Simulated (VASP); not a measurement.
# Tl (Im-3m) in VASP: further runs

The runs below take Tl through single point, with PBE.

Everything below comes from runs of VASP 6.6.1. Logs are shortened: lines on timing, memory, paths and dates and some standing lists are left out, and cuts for length are marked.

**1. The cell of the first run**

The structure is cubic, space group Im-3m (No. 229). The conventional cell has a = 3.816 Å, b = 3.816 Å, c = 3.816 Å, α = 90.00°, β = 90.00°, γ = 90.00°. Within 4.3 Å of Tl (site symmetry m-3m) lie 14 Tl at 3.30 to 3.82 Å.

This isn't the form of Tl at room conditions, which is hcp.

**2. Single point, PBE (27.79 Å³/atom)**

The input, INCAR:

```
ALGO = Normal
EDIFF = 1E-7
ENCUT = 520
GGA = PE
ISIF = 2
ISMEAR = -1
LASPH = True
LCHARG = False
LREAL = False
LWAVE = False
NBANDS = 12
NELM = 80
PREC = Accurate
SIGMA = 0.05
```

The input, KPOINTS:

```
k-points
0
Gamma
  13 13 13
```

The input, POSCAR:

```
Tl
1.0
   -1.9080953382      1.9080953382      1.9080953382
    1.9080953382     -1.9080953382      1.9080953382
    1.9080953382      1.9080953382     -1.9080953382
Tl
1
Direct
    0.0000000000      0.0000000000      0.0000000000
```

Potentials or basis: VASP PAW PBE potentials, release 64 (Tl_d).

Command:

```
$ cat potpaw_PBE.64/Tl_d/POTCAR > POTCAR
$ mpirun -np 1 vasp_std > vasp.out
```

OUTCAR:

```text
EDIFF = 1E-7
   ENCUT = 520
   GGA = PE
   ISIF = 2
   ISMEAR = -1
   LASPH = True
   LREAL = False
   NELM = 80
   PREC = Accurate

 ion  position               nearest neighbor table
   1  0.000  0.000  0.000-

  LATTYP: Found a body centered cubic cell.
 ALAT       =     3.8161906764

  Lattice vectors:

 A1 = (  -1.9080953382,   1.9080953382,   1.9080953382)
 A2 = (   1.9080953382,  -1.9080953382,   1.9080953382)
 A3 = (   1.9080953382,   1.9080953382,  -1.9080953382)

Analysis of symmetry for initial positions (statically):
=====================================================================
 Subroutine PRICEL returns:
 Original cell was already a primitive cell.

 Routine SETGRP: Setting up the symmetry group for a
 body centered cubic supercell.

 Subroutine GETGRP returns: Found 48 space group operations
 (whereof 48 operations were pure point group operations)
 out of a pool of 48 trial point group operations.

The static configuration has the point symmetry O_h .

Analysis of symmetry for dynamics (positions and initial velocities):
=====================================================================
 Subroutine PRICEL returns:
 Original cell was already a primitive cell.

 Routine SETGRP: Setting up the symmetry group for a
 body centered cubic supercell.

 Subroutine GETGRP returns: Found 48 space group operations
 (whereof 48 operations were pure point group operations)
 out of a pool of 48 trial point group operations.

The dynamic configuration has the point symmetry O_h .

 Subroutine INISYM returns: Found 48 space group operations
 (whereof 48 operations are pure point group operations),
 and found     1 'primitive' translations

----------------------------------------------------------------------------------------

                                     Primitive cell

  volume of cell :      27.7882

  direct lattice vectors                    reciprocal lattice vectors
    -1.908095338  1.908095338  1.908095338     0.000000000  0.262041414  0.262041414
     1.908095338 -1.908095338  1.908095338     0.262041414  0.000000000  0.262041414
     1.908095338  1.908095338 -1.908095338     0.262041414  0.262041414  0.000000000

  length of vectors
     3.304918071  3.304918071  3.304918071     0.370582521  0.370582521  0.370582521

[... 81 lines left out ...]
   NSW    =      0    number of steps for IOM
   IBRION =     -1    ionic relax: 0-MD 1-quasi-New 2-CG
   NFREE  =      0    steps in history (QN), initial steepest desc. (CG)
   ISIF   =      2    stress and relaxation
   ISYM   =      2    0-nonsym 1-usesym 2-fastsym
   POTIM  = 0.5000    time-step for ionic-motion
   TEBEG  =    0.0;   TEEND  =   0.0 temperature during run
   PSTRESS=    0.0 pullay stress
   NELECT =      13.0000    total number of electrons
   NUPDOWN=      -1.0000    fix difference up-down
   EMIN   =  10.00;   EMAX   =-10.00  energy-range for DOS
   EFERMI =   0.00;   METHOD = LEGACY
   ISMEAR =    -1;   SIGMA  =   0.05  broadening in eV -4-tet -1-fermi 0-gaus
   EFERMI_NEDOS =   21; number of points for ismear=-14 and -15
   IALGO  =     38    algorithm
   IMIX   =      4    mixing-type and parameters
     AMIX     =   0.40;   BMIX     =  1.00
     AMIX_MAG =   1.60;   BMIX_MAG =  1.00
  volume/ion in A,a.u.               =      27.79       187.52
  Fermi-wavevector in a.u.,A,eV,Ry     =   1.270874  2.401604 21.975057  1.615121
  Thomas-Fermi vector in A             =   2.403838
   LORBIT       =      0    0 simple, 1 ext, 2 COOP (PROOUT), +10 PAW based schemes
   GGA     = PE    functional components
   LHFCALC =     F    Hartree Fock is set to
   AEXX    =    0.0000 exact exchange contribution
   IVDW    =     0    specifies the selected vdW correction
   LEPSILON=     F    determine dielectric tensor
   LRPA    =     F    only Hartree local field effects (RPA)
 non-spin polarized calculation
  energy-cutoff  :      520.00
  volume of cell :       27.79
 maximum number of plane-waves:       767
 NGX is ok and might be reduce to    28
   NGX = 13   NGY = 13   NGZ = 13

 number of electron      12.9999998 magnetization

 Free energy of the ion-electron system (eV)
  ---------------------------------------------------
  ext. energy  EPLUGINS =         0.00000000
  ---------------------------------------------------
  free energy    TOTEN  =        -2.17590584 eV

  energy without entropy =       -2.17079247  energy(sigma->0) =       -2.17334915

 E-fermi :   6.8626     XC(G=0): -10.3375

 val. band max:        6.8334314985   @ k =  -0.3846   0.3846   0.1538
 cond. band min:       6.8919673492   @ k =  -0.3077   0.4615   0.0769
 fundamental gap:      0.0585358506
 Fermi energy:         6.8625878543

 k-point     1 :       0.0000    0.0000    0.0000
  band No.  band energies     occupation
      1      -4.8409      2.00000
      2      -4.8409      2.00000
      3      -4.8409      2.00000
      4      -4.3795      2.00000
      5      -4.3795      2.00000
      6      -3.3587      2.00000
      7      18.0428      0.00000
      8      18.0428      0.00000
      9      18.0428      0.00000
     10      19.2941      0.00000
     11      19.2941      0.00000
     12      19.2941      0.00000
[... 331 lines left out ...]
 k-point    24 :       0.2308    0.0769    0.0769
  band No.  band energies     occupation
      1      -4.9594      2.00000
      2      -4.8855      2.00000
      3      -4.4347      2.00000
      4      -4.3828      2.00000
      5      -4.3740      2.00000
      6      -0.7551      2.00000
      7       8.6464      0.00000
      8      12.3695      0.00000
      9      13.4778      0.00000
     10      19.8823      0.00000
     11      20.2635      0.00000
     12      21.9294      0.00000

 [... further k-points ...]

------------------------ aborting loop because EDIFF is reached ----------------------------------------

  FORCE on cell =-STRESS in cart. coord.  units (eV):
  Direction    XX          YY          ZZ          XY          YZ          ZX
  --------------------------------------------------------------------------------------
  -------------------------------------------------------------------------------------
  Total        0.7683961      0.7683961      0.7683961     -0.0000000     -0.0000000      0.0000000
  in kB       44.3032418     44.3032418     44.3032418     -0.0000000     -0.0000000      0.0000000
  external PRESSURE =      44.3032418 kB  Pullay stress =       0.0000000 kB

 VOLUME and BASIS-vectors are now :
 -----------------------------------------------------------------------------
  energy-cutoff  :      520.00
  volume of cell :       27.79
      direct lattice vectors                 reciprocal lattice vectors
    -1.908095338  1.908095338  1.908095338     0.000000000  0.262041414  0.262041414
     1.908095338 -1.908095338  1.908095338     0.262041414  0.000000000  0.262041414
     1.908095338  1.908095338 -1.908095338     0.262041414  0.262041414  0.000000000

 POSITION                                       TOTAL-FORCE (eV/Angst)
 -----------------------------------------------------------------------------------
      0.00000      0.00000      0.00000         0.000000     -0.000000      0.000000
 -----------------------------------------------------------------------------------
    total drift:                               -0.000000     -0.000000     -0.000000

  FREE ENERGIE OF THE ION-ELECTRON SYSTEM (eV)
  ---------------------------------------------------
  free  energy   TOTEN  =        -2.1759058398 eV

  energy  without entropy=       -2.1707924677  energy(sigma->0) =       -2.17334915
```

OSZICAR:

```text
N       E                     dE             d eps       ncg     rms          rms(c)
DAV:   1     0.523653180355E+02    0.52365E+02   -0.66156E+03  2112   0.939E+02
DAV:   2    -0.158050404309E+01   -0.53946E+02   -0.52948E+02  2304   0.219E+02
DAV:   3    -0.220284766654E+01   -0.62234E+00   -0.62197E+00  2380   0.211E+01
DAV:   4    -0.220550386323E+01   -0.26562E-02   -0.26561E-02  2264   0.159E+00
DAV:   5    -0.220553441049E+01   -0.30547E-04   -0.30548E-04  2328   0.164E-01    0.245E+00
DAV:   6    -0.218071710392E+01    0.24817E-01   -0.38724E-02  2176   0.188E+00    0.170E+00
DAV:   7    -0.217617339843E+01    0.45437E-02   -0.13749E-02  2252   0.111E+00    0.662E-01
DAV:   8    -0.217590072013E+01    0.27268E-03   -0.64920E-04  2248   0.242E-01    0.335E-02
DAV:   9    -0.217590350693E+01   -0.27868E-05   -0.57589E-06  2288   0.249E-02    0.117E-02
DAV:  10    -0.217590581398E+01   -0.23070E-05   -0.18597E-06  2304   0.130E-02    0.838E-04
DAV:  11    -0.217590583980E+01   -0.25823E-07   -0.55245E-08  1388   0.189E-03
   1 F= -.21759058E+01 E0= -.21733492E+01  d E =-.511337E-02
```

Run time: 38 s. Hardware: 1 thread of Intel Xeon 8259CL, shared host; peak memory 0.17 GiB.

Results:

```yaml
Free_energy: -2.1759 eV
Pressure: 4.4 GPa
Band_gap_on_the_k_mesh: zero (an odd number of electrons rules out a gap without spin polarisation)
```

Levels at points of the mesh, in eV from the Fermi level:
```
           k point  band 3  band 4  band 5  band 6  band 7  band 8  band 9  band 10
(0.00, 0.00, 0.00)  -11.70  -11.24  -11.24  -10.22   11.18   11.18   11.18    12.43
```

Caveat: the cell stands under pressure; spin-orbit coupling is left out, which moves the levels of the heavy elements.

**3. Single point, PBE (28.52 Å³/atom)**

This run uses another cell than the first one, of 28.52 Å³/atom.

The input, INCAR:

```
ALGO = Normal
EDIFF = 1E-7
ENCUT = 520
GGA = PE
ISIF = 2
ISMEAR = -1
LASPH = T
LCHARG = T
LELF = T
LREAL = F
LVHAR = T
LWAVE = F
NBANDS = 12
NELM = 100
PREC = Accurate
SIGMA = 0.05
```

KPOINTS is that of step 2.

The input, POSCAR:

```
Tl
1.0
   -1.9246883044      1.9246883044      1.9246883044
    1.9246883044     -1.9246883044      1.9246883044
    1.9246883044      1.9246883044     -1.9246883044
Tl
1
Direct
    0.0000000000      0.0000000000      0.0000000000
```

Potentials or basis: VASP PAW PBE potentials, release 64 (Tl_d).

Command:

```
$ cat potpaw_PBE.64/Tl_d/POTCAR > POTCAR
$ mpirun -np 1 vasp_std > vasp.out
```

Wall time 39 s (1 thread of Intel Xeon 8259CL, shared host); peak memory 0.17 GiB.

Results (log left out):

- Free energy: -2.1938 eV
- Pressure: 3.2 GPa
- Band gap on the k mesh: zero (an odd number of electrons rules out a gap without spin polarisation)

Levels at points of the mesh, in eV from the Fermi level:
| k point | band 2 | band 3 | band 4 | band 5 | band 6 | band 7 | band 8 | band 9 | band 10 | band 11 |
| --- | --- | --- | --- | --- | --- | --- | --- | --- | --- | --- |
| (0.00, 0.00, 0.00) | -11.66 | -11.66 | -11.23 | -11.23 | -10.04 | 10.90 | 10.90 | 10.90 | 12.37 | 12.37 |

Caveat: the cell stands under pressure; spin-orbit coupling is left out, which moves the levels of the heavy elements.

**4. Single point, PBE (30.71 Å³/atom)**

This run uses another cell than the first one, of 30.71 Å³/atom.

The input, INCAR:

```
PREC     = Accurate       # precision mode
ENCUT    = 520            # plane-wave cutoff, eV
EDIFF    = 1E-6           # SCF threshold, eV
ISMEAR   = -1             # smearing method
SIGMA    = 0.05           # smearing width, eV
LREAL    = False          # projectors in reciprocal space
LASPH    = True           # aspherical terms in the spheres
NELM     = 100            # most SCF steps
ALGO     = Normal         # electronic algorithm
ISIF     = 2              # what is computed and relaxed
LWAVE    = False          # write WAVECAR
LCHARG   = True           # write CHGCAR
GGA      = PE             # functional
LELF     = True           # ELF
LVHAR    = True         
NBANDS   = 12             # bands
```

The input, KPOINTS:

```
regular mesh
0
Gamma
  13 13 13
```

The input, POSCAR:

```
Tl
1.0
   -1.9728253286      1.9728253286      1.9728253286
    1.9728253286     -1.9728253286      1.9728253286
    1.9728253286      1.9728253286     -1.9728253286
Tl
1
Direct
    0.0000000000      0.0000000000      0.0000000000
```

Command:

```
$ cat potpaw_PBE.64/Tl_d/POTCAR > POTCAR
$ mpirun -np 1 vasp_std > vasp.out
```

Run time: 38 s. Hardware: 1 thread of Intel Xeon 8259CL, shared host; peak memory 0.17 GiB.

The run converged. Its results:

```yaml
Free_energy: -2.2198 eV
Pressure: 0.6 GPa
Band_gap_on_the_k_mesh: zero (an odd number of electrons rules out a gap without spin polarisation)
```

Levels at points of the mesh, in eV from the Fermi level:
```tsv
k point	band 3	band 4	band 5	band 6	band 7	band 8	band 9	band 10
(0.00, 0.00, 0.00)	-11.57	-11.21	-11.21	-9.56	10.11	10.11	10.11	12.18
```

Caveat: spin-orbit coupling is left out, which moves the levels of the heavy elements.

**5. Overview**

```tsv
cell	gap on the mesh (eV)	pressure (GPa)
a = 3.305 Å, angles 109.5°, 1 atom	none	4.4
a = 3.334 Å, angles 109.5°, 1 atom	none	3.2
a = 3.417 Å, angles 109.5°, 1 atom	none	0.6
```

Alike in all rows: task single point; level PBE; potentials or basis VASP PAW PBE potentials, release 64 (Tl_d); no spin polarisation; k mesh 13 × 13 × 13; cutoff (eV) 520; smearing fermi-dirac 0.05 eV.

Caveats: spin-orbit coupling is left out, which moves the levels of the heavy elements; the cell stands under pressure (at least some runs).

Total energies depend on the potentials used, so only differences within one code and one set of settings carry meaning.

The gap in the log of VASP goes by the Fermi energy; the results here count the filled bands.